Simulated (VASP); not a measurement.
ZrB:

```xyz
2
Lattice="0.0000 2.3250 2.3250 2.3250 0.0000 2.3250 2.3250 2.3250 0.0000" Properties=species:S:1:pos:R:3 pbc="T T T"
Zr    0.0000    0.0000    0.0000
B     2.3250    2.3250    2.3250
```

* Program: VASP 6.6.1
* Task: relaxation of cell and atoms
* Functional: PBE
* Potentials or basis: VASP PAW PBE potentials, release 64 (Zr_sv, B)
* Cutoff: 500 eV
* k mesh: 8 × 8 × 8
* Occupations: gaussian, width 0.1 eV
* Spin: no spin polarisation

At the start: pressure 35.2 GPa; volume 12.57 Å³/atom.

Task: Where does the relaxation end?

Result: Over 4 steps the energy falls by 211.9 meV/atom and the volume is 14.78 Å³/atom (+17.6 %); space group Fm-3m (No. 225, to 0.1 Å) before and after.

Step by step:
```tsv
step	energy change (eV)	largest force (eV/Å)	pressure (GPa)	volume (Å³)
1	0.0000	0.0000	35.21	25.14
2	0.1681	0.0000	-22.57	36.58
3	-0.4231	0.0000	-1.18	29.75
4	-0.4239	0.0000	-0.19	29.57
```

Final structure:
```
CELL_PARAMETERS angstrom
0.00000 2.45425 2.45425
2.45425 0.00000 2.45425
2.45425 2.45425 0.00000
ATOMIC_POSITIONS crystal
Zr 0.00000 0.00000 0.00000
B 0.50000 0.50000 0.50000
```

Caveat: the volume moved by over 15 % at a fixed basis, so the end points are rough.
